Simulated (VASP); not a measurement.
Write the native input for VASP 6.6.1 that does the following.

```yaml
Task: single point
Functional: PBE
Potentials_or_basis: VASP PAW PBE potentials, release 64 (Al, Ru_pv)
Cutoff: 520 eV
k_mesh: 20 × 20 × 20
Occupations: gaussian, width 0.15 eV
Spin: no spin polarisation
Dipole_correction: no
Further_INCAR_settings: ALGO = Fast; EDIFF = 1e-06; NBANDS = 16
```

The structure of AlRu lies in POSCAR:

```
AlRu
1.0
    3.0040847246      0.0000000000      0.0000000000
    0.0000000000      3.0040847246      0.0000000000
    0.0000000000      0.0000000000      3.0491459955
Al Ru
1 1
Direct
    0.0000000000      0.0000000000      0.0000000000
    0.5000000000      0.5000000000      0.5000000000
```

This cell differs from its parent crystal: strain +0.000 along x and y, +0.015 along z.

The input as run:

INCAR

```
SYSTEM = AlRu
ALGO = Fast
EDIFF = 1E-6
ENCUT = 520
GGA = PE
ISIF = 2
ISMEAR = 0
LASPH = .True.
LCHARG = .False.
LREAL = .False.
LWAVE = .False.
NBANDS = 16
NELM = 80
PREC = Accurate
SIGMA = 0.15
```

KPOINTS

```
k-points
0
Gamma
  20 20 20
  0 0 0
```

Potentials or basis: VASP PAW PBE potentials, release 64 (Al, Ru_pv).

Run with:

```console
$ cat potpaw_PBE.64/Al/POTCAR potpaw_PBE.64/Ru_pv/POTCAR > POTCAR
$ mpirun -np 1 vasp_std > vasp.out
```

Results of the run:

| Property | Result |
| --- | --- |
| Pressure | -3.0 GPa |

Caveat: the cell differs from its parent crystal (strain +0.000 along x and y, +0.015 along z).

Run time: 110 s on 1 thread of Intel Xeon 6975P-C, on a shared host, peak memory 0.4 GiB.
